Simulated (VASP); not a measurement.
# La2B11 (a cell with a defect) in VASP: further runs

La2B11 (a cell with a defect) is run at these levels: PBE+D4; tasks: single point, relaxation of the atoms.

Program: VASP 6.6.1. These are calculated values, not measurements. Logs are shortened: lines on timing, memory, paths and dates and some standing lists are left out, and cuts for length are marked.

### 1 The cell of the first run

The cell holds a defect, 13 atoms: a = 8.314 Å, b = 4.157 Å, c = 4.157 Å, α = 90.00°, β = 90.00°, γ = 90.00°.

### 2 Single point, PBE+D4

INCAR reads:

```
PREC = Accurate
ENCUT = 420
EDIFF = 1E-6
ISMEAR = 1
SIGMA = 0.15
LREAL = F
LASPH = T
NELM = 200
ALGO = Normal
ISIF = 2
LWAVE = F
LCHARG = F
GGA = PE
IVDW = 13
NBANDS = 40
GGA_COMPAT = F
LMAXMIX = 6
```

KPOINTS reads:

```
Automatic mesh
0
Gamma
  2 4 4
```

POSCAR reads:

```
La2B11
1.0
    8.3140000000      0.0000000000      0.0000000000
    0.0000000000      4.1570000000      0.0000000000
    0.0000000000      0.0000000000      4.1570000000
La B
2 11
Direct
    0.0063288446      0.0000000000      0.0000000000
    0.4779297024      0.0000000000      0.0000000000
    0.2537960984      0.1968838110      0.5000000000
    0.3962398431      0.5000000000      0.5000000000
    0.2537960984      0.8031161890      0.5000000000
    0.2537960984      0.5000000000      0.1968838110
    0.2537960984      0.5000000000      0.8031161890
    0.6019375405      0.5000000000      0.5000000000
    0.7509741378      0.1999353389      0.5000000000
    0.8997331244      0.5000000000      0.5000000000
    0.7509741378      0.8000646611      0.5000000000
    0.7509741378      0.5000000000      0.1999353389
    0.7509741378      0.5000000000      0.8000646611
```

Potentials or basis: VASP PAW PBE potentials, release 64 (La, B).

Launch:

```sh
> cat potpaw_PBE.64/La/POTCAR potpaw_PBE.64/B/POTCAR > POTCAR
> mpirun -np 1 vasp_std > vasp.out
```

OUTCAR:

```text
PREC = Accurate
   ENCUT = 420
   EDIFF = 1E-6
   ISMEAR = 1
   LREAL = F
   LASPH = T
   NELM = 200
   ISIF = 2
   GGA = PE
   IVDW = 13

 ion  position               nearest neighbor table
   1  0.006  0.000  0.000-
   2  0.478  0.000  0.000-   3 2.91   5 2.91   6 2.91   7 2.91   3 2.91   5 2.91   6 2.91   7 2.91

   3  0.254  0.197  0.500-   5 1.64   4 1.73   6 1.78   7 1.78   2 2.91   2 2.91
   4  0.396  0.500  0.500-   8 1.71   5 1.73   6 1.73   7 1.73   3 1.73
   5  0.254  0.803  0.500-   3 1.64   4 1.73   6 1.78   7 1.78   2 2.91   2 2.91
   6  0.254  0.500  0.197-   7 1.64   4 1.73   5 1.78   3 1.78   2 2.91   2 2.91
   7  0.254  0.500  0.803-   6 1.64   4 1.73   5 1.78   3 1.78   2 2.91   2 2.91
   8  0.602  0.500  0.500-   4 1.71   9 1.76  11 1.76  12 1.76  13 1.76
   9  0.751  0.200  0.500-  11 1.66  10 1.76   8 1.76  12 1.76  13 1.76
  10  0.900  0.500  0.500-   9 1.76  11 1.76  12 1.76  13 1.76
  11  0.751  0.800  0.500-   9 1.66  10 1.76   8 1.76  12 1.76  13 1.76
  12  0.751  0.500  0.200-  13 1.66  10 1.76   8 1.76  11 1.76   9 1.76
  13  0.751  0.500  0.800-  12 1.66  10 1.76   8 1.76  11 1.76   9 1.76

  LATTYP: Found a simple tetragonal cell.
 ALAT       =     4.1570000000
 C/A-ratio  =     2.0000000000

  Lattice vectors:

 A1 = (   0.0000000000,   4.1570000000,   0.0000000000)
 A2 = (   0.0000000000,   0.0000000000,   4.1570000000)
 A3 = (   8.3140000000,   0.0000000000,   0.0000000000)

Analysis of symmetry for initial positions (statically):
=====================================================================
 Subroutine PRICEL returns:
 Original cell was already a primitive cell.

 Routine SETGRP: Setting up the symmetry group for a
 simple tetragonal supercell.

 Subroutine GETGRP returns: Found  8 space group operations
 (whereof  8 operations were pure point group operations)
 out of a pool of 16 trial point group operations.

The static configuration has the point symmetry C_4v.

Analysis of symmetry for dynamics (positions and initial velocities):
=====================================================================
 Subroutine PRICEL returns:
 Original cell was already a primitive cell.

 Routine SETGRP: Setting up the symmetry group for a
 simple tetragonal supercell.

 Subroutine GETGRP returns: Found  8 space group operations
 (whereof  8 operations were pure point group operations)
 out of a pool of 16 trial point group operations.

The dynamic configuration has the point symmetry C_4v.

 Subroutine INISYM returns: Found  8 space group operations
 (whereof  8 operations are pure point group operations),
 and found     1 'primitive' translations

----------------------------------------------------------------------------------------

                                     Primitive cell

  volume of cell :     143.6713

  direct lattice vectors                    reciprocal lattice vectors
     8.314000000  0.000000000  0.000000000     0.120279047  0.000000000  0.000000000
     0.000000000  4.157000000  0.000000000     0.000000000  0.240558095  0.000000000
     0.000000000  0.000000000  4.157000000     0.000000000  0.000000000  0.240558095

  length of vectors
     8.314000000  4.157000000  4.157000000     0.120279047  0.240558095  0.240558095

  position of ions in fractional coordinates (direct lattice)
     0.006328845  0.000000000  0.000000000
     0.477929702  0.000000000  0.000000000
     0.253796098  0.196883811  0.500000000
     0.396239843  0.500000000  0.500000000
     0.253796098  0.803116189  0.500000000
     0.253796098  0.500000000  0.196883811
     0.253796098  0.500000000  0.803116189
     0.601937541  0.500000000  0.500000000
     0.750974138  0.199935339  0.500000000
     0.899733124  0.500000000  0.500000000
     0.750974138  0.800064661  0.500000000
     0.750974138  0.500000000  0.199935339
     0.750974138  0.500000000  0.800064661

  ion indices of the primitive-cell ions
   primitive index   ion index
                 1           1
                 2           2
                 3           3
                 4           4
                 5           5
                 6           6
                 7           7
                 8           8
                 9           9
                10          10
                11          11
                12          12
                13          13

----------------------------------------------------------------------------------------

 KPOINTS: Automatic mesh

Automatic generation of k-mesh.
 Grid dimensions read from file:
 generate k-points for:    2    4    4

 Generating k-lattice:

  Cartesian coordinates                     Fractional coordinates (reciprocal lattice)
     0.060139524  0.000000000  0.000000000     0.500000000  0.000000000  0.000000000
     0.000000000  0.060139524  0.000000000     0.000000000  0.250000000  0.000000000
     0.000000000  0.000000000  0.060139524     0.000000000  0.000000000  0.250000000

  Length of vectors
     0.060139524  0.060139524  0.060139524

  Shift w.r.t. Gamma in fractional coordinates (k-lattice)
     0.000000000  0.000000000  0.000000000

 Subroutine IBZKPT returns following result:
 ===========================================

 Found     12 irreducible k-points:

 Following reciprocal coordinates:
            Coordinates               Weight
  0.000000  0.000000  0.000000      1.000000
  0.500000  0.000000  0.000000      1.000000
  0.000000  0.250000  0.000000      4.000000
  0.500000  0.250000  0.000000      4.000000
  0.000000  0.500000  0.000000      2.000000
  0.500000  0.500000  0.000000      2.000000
  0.000000  0.250000  0.250000      4.000000
  0.500000  0.250000  0.250000      4.000000
  0.000000  0.500000  0.250000      4.000000
  0.500000  0.500000  0.250000      4.000000
  0.000000  0.500000  0.500000      1.000000
  0.500000  0.500000  0.500000      1.000000
   k-points           NKPTS =     12   k-points in BZ     NKDIM =     12   number of bands    NBANDS=     40
   number of dos      NEDOS =    301   number of ions     NIONS =     13
   total plane-waves  NPLWV =  43904
   dimension x,y,z NGX =    56 NGY =   28 NGZ =   28
   dimension x,y,z NGXF=   112 NGYF=   56 NGZF=   56
   ions per type =               2  11
   NGX,Y,Z   is equivalent  to a cutoff of  11.20, 11.20, 11.20 a.u.
   NGXF,Y,Z  is equivalent  to a cutoff of  22.40, 22.40, 22.40 a.u.
 SYSTEM =  unknown system
   PREC   = accura    normal or accurate (medium, high low for compatibility)
   ISTART =      0    job   : 0-new  1-cont  2-samecut
   ICHARG =      2    charge: 1-file 2-atom 10-const
   ISPIN  =      1    spin polarized calculation?
   LNONCOLLINEAR =      F non collinear calculations
   LSORBIT =      F    spin-orbit coupling
   LASPH  =      T    aspherical Exc in radial PAW
   ENCUT  =  420.0 eV  30.87 Ry    5.56 a.u.  13.89  6.95  6.95*2*pi/ulx,y,z
   NELM   =    200;   NELMIN=  2; NELMDL= -5     # of ELM steps
   EDIFF  = 0.1E-05   stopping-criterion for ELM
   LREAL  =      F    real-space projection
   EDIFFG = 0.1E-04   stopping-criterion for IOM
   NSW    =      0    number of steps for IOM
   IBRION =     -1    ionic relax: 0-MD 1-quasi-New 2-CG
   NFREE  =      0    steps in history (QN), initial steepest desc. (CG)
   ISIF   =      2    stress and relaxation
   ISYM   =      2    0-nonsym 1-usesym 2-fastsym
   POTIM  = 0.5000    time-step for ionic-motion
   TEBEG  =    0.0;   TEEND  =   0.0 temperature during run
   PSTRESS=    0.0 pullay stress
   NELECT =      55.0000    total number of electrons
   NUPDOWN=      -1.0000    fix difference up-down
   EMIN   =  10.00;   EMAX   =-10.00  energy-range for DOS
   EFERMI =   0.00;   METHOD = LEGACY
   ISMEAR =     1;   SIGMA  =   0.15  broadening in eV -4-tet -1-fermi 0-gaus
   EFERMI_NEDOS =   21; number of points for ismear=-14 and -15
   IALGO  =     38    algorithm
   IMIX   =      4    mixing-type and parameters
     AMIX     =   0.40;   BMIX     =  1.00
     AMIX_MAG =   1.60;   BMIX_MAG =  1.00
  volume/ion in A,a.u.               =      11.05        74.58
  Fermi-wavevector in a.u.,A,eV,Ry     =   1.188700  2.246318 19.225146  1.413008
  Thomas-Fermi vector in A             =   2.324824
   LORBIT       =      0    0 simple, 1 ext, 2 COOP (PROOUT), +10 PAW based schemes
   GGA     = PE    functional components
   LHFCALC =     F    Hartree Fock is set to
   AEXX    =    0.0000 exact exchange contribution
   IVDW    =    13    specifies the selected vdW correction
   LEPSILON=     F    determine dielectric tensor
   LRPA    =     F    only Hartree local field effects (RPA)
 non-spin polarized calculation
 Methfessel and Paxton  Order N= 1 SIGMA  =   0.15
  energy-cutoff  :      420.00
  volume of cell :      143.67
 maximum number of plane-waves:      2840
 NGX is ok and might be reduce to    56
   NGX = 27   NGY = 13   NGZ = 13

 number of electron      54.9999997 magnetization

 Free energy of the ion-electron system (eV)
  ---------------------------------------------------
  ext. energy  EPLUGINS =         0.00000000
  ---------------------------------------------------
  free energy    TOTEN  =       -87.94088145 eV

  energy without entropy =      -87.93961046  energy(sigma->0) =      -87.94045778

 E-fermi :   7.6108     XC(G=0): -11.0000

 val. band max:        7.4858518250   @ k =   0.5000   0.5000   0.0000
 cond. band min:       7.6269728750   @ k =   0.5000   0.5000   0.2500
 fundamental gap:      0.1411210499
 Fermi energy:         7.6108012288

 k-point     1 :       0.0000    0.0000    0.0000
  band No.  band energies     occupation
      1     -25.0502      2.00000
      2     -24.9634      2.00000
      3      -9.4836      2.00000
      4      -8.7617      2.00000
      5      -8.7617      2.00000
      6      -8.7282      2.00000
[... 31 lines left out ...]
     38       9.9475     -0.00000
     39       9.9476     -0.00000

 k-point     2 :       0.5000    0.0000    0.0000
  band No.  band energies     occupation
      1     -25.0486      2.00000
      2     -24.9652      2.00000
      3      -9.2540      2.00000
      4      -9.0612      2.00000
      5      -8.7537      2.00000
      6      -8.7537      2.00000
[... 31 lines left out ...]
     38       9.9277     -0.00000
     39      10.0165     -0.00000

 k-point     3 :       0.0000    0.2500    0.0000
  band No.  band energies     occupation
      1     -25.0381      2.00000
      2     -24.9527      2.00000
      3      -9.3527      2.00000
      4      -9.1474      2.00000
      5      -8.8198      2.00000
      6      -8.7237      2.00000
[... 31 lines left out ...]
     38      10.0010     -0.00000
     39      10.0175     -0.00000

 k-point     4 :       0.5000    0.2500    0.0000
  band No.  band energies     occupation
      1     -25.0365      2.00000
      2     -24.9544      2.00000
      3      -9.1927      2.00000
      4      -9.1087      2.00000
      5      -8.9515      2.00000
      6      -8.8063      2.00000
[... 31 lines left out ...]
     38       9.9721     -0.00000
     39      10.0115     -0.00000
[... 218 lines left out ...]
      6      -8.9191      2.00000
[... 31 lines left out ...]
     38       9.9312     -0.00000
     39       9.9728     -0.00000

 k-point    11 :       0.0000    0.5000    0.5000
  band No.  band energies     occupation
      1     -25.0028      2.00000
      2     -24.9209      2.00000
      3      -9.1771      2.00000
      4      -9.1771      2.00000
      5      -9.0628      2.00000
      6      -8.9163      2.00000
[... 31 lines left out ...]
     38       9.9381     -0.00000
     39       9.9688     -0.00000

 k-point    12 :       0.5000    0.5000    0.5000
  band No.  band energies     occupation
      1     -25.0014      2.00000
      2     -24.9225      2.00000
      3      -9.1586      2.00000
      4      -9.1586      2.00000
      5      -8.9499      2.00000
      6      -8.9378      2.00000
[... 31 lines left out ...]
     38       9.9116     -0.00000
     39       9.9224     -0.00000
 [bands above 39 left out]

------------------------ aborting loop because EDIFF is reached ----------------------------------------

  DFT-D4 for vdW energy calculation

  Edisp (eV):   -3.47714

  FORCE on cell =-STRESS in cart. coord.  units (eV):
  Direction    XX          YY          ZZ          XY          YZ          ZX
  --------------------------------------------------------------------------------------
  -------------------------------------------------------------------------------------
  Total      -7.10681    -3.46876    -3.46876     0.00000     0.00000     0.00000
  in kB     -79.25289   -38.68251   -38.68251     0.00000     0.00000     0.00000
  external pressure =      -52.21 kB  Pullay stress =        0.00 kB

 VOLUME and BASIS-vectors are now :
 -----------------------------------------------------------------------------
  energy-cutoff  :      420.00
  volume of cell :      143.67
      direct lattice vectors                 reciprocal lattice vectors
     8.314000000  0.000000000  0.000000000     0.120279047  0.000000000  0.000000000
     0.000000000  4.157000000  0.000000000     0.000000000  0.240558095  0.000000000
     0.000000000  0.000000000  4.157000000     0.000000000  0.000000000  0.240558095

 POSITION                                       TOTAL-FORCE (eV/Angst)
 -----------------------------------------------------------------------------------
      0.05262      0.00000      0.00000         0.003950     -0.000000     -0.000000
      3.97351      0.00000      0.00000        -0.009428     -0.000000     -0.000000
      2.11006      0.81845      2.07850        -0.002707      0.007048      0.000000
      3.29434      2.07850      2.07850         0.015831     -0.000000     -0.000000
      2.11006      3.33855      2.07850        -0.002707     -0.007048      0.000000
      2.11006      2.07850      0.81845        -0.002707     -0.000000      0.007048
      2.11006      2.07850      3.33855        -0.002707     -0.000000     -0.007048
      5.00451      2.07850      2.07850        -0.004224     -0.000000     -0.000000
      6.24360      0.83113      2.07850        -0.002087     -0.027236     -0.000000
      7.48038      2.07850      2.07850         0.013045     -0.000000     -0.000000
      6.24360      3.32587      2.07850        -0.002087      0.027236      0.000000
      6.24360      2.07850      0.83113        -0.002087      0.000000     -0.027236
      6.24360      2.07850      3.32587        -0.002087     -0.000000      0.027236
 -----------------------------------------------------------------------------------
    total drift:                               -0.000067     -0.000000      0.000000

  FREE ENERGIE OF THE ION-ELECTRON SYSTEM (eV)
  ---------------------------------------------------
  free  energy   TOTEN  =       -91.4180202790 eV

  energy  without entropy=      -91.4167492865  energy(sigma->0) =      -91.41759661
```

Run time: 64 s. Hardware: 1 thread of Intel Xeon Platinum 8375C at 2.90GHz (Ice Lake), shared host; peak memory 0.22 GiB.

Results:

| Item | Value |
| --- | --- |
| Free energy | -91.4180 eV |
| Pressure | -5.2 GPa |
| Largest force | 0.027 eV/Å |
| Band gap on the k mesh | zero (an odd number of electrons rules out a gap without spin polarisation) |
| Dispersion energy per atom | -0.267 eV |

Forces in eV/Å, atoms in the order of the input:
```
La   0.004  0.000  0.000
La  -0.009  0.000  0.000
B   -0.003  0.007  0.000
B    0.016  0.000  0.000
B   -0.003 -0.007  0.000
B   -0.003  0.000  0.007
B   -0.003  0.000 -0.007
B   -0.004  0.000  0.000
B   -0.002 -0.027  0.000
B    0.013  0.000  0.000
B   -0.002  0.027  0.000
B   -0.002  0.000 -0.027
B   -0.002  0.000  0.027
```

Levels at points of the mesh, in eV from the Fermi level:
```csv
k point,band 25,band 26,band 27,band 28,band 29,band 30
"(0.00, 0.00, 0.00)",-1.27,-0.79,-0.34,-0.29,-0.29,0.74
"(0.50, 0.00, 0.00)",-1.21,-0.92,-0.87,-0.74,-0.42,-0.42
"(0.00, 0.50, 0.00)",-2.66,-2.05,-0.73,0.18,0.55,1.63
"(0.50, 0.50, 0.00)",-2.56,-1.93,-0.61,-0.24,-0.12,0.66
"(0.00, 0.50, 0.50)",-2.29,-0.43,-0.43,0.84,1.69,1.69
"(0.50, 0.50, 0.50)",-2.10,-0.49,-0.44,-0.44,1.93,1.93
```

Caveat: the k points lie up to 0.38 Å⁻¹ apart, too coarse for converged energies and pressures of a metal; spin-orbit coupling is left out, which moves the levels of the heavy elements.

[end of part 1 of 2]
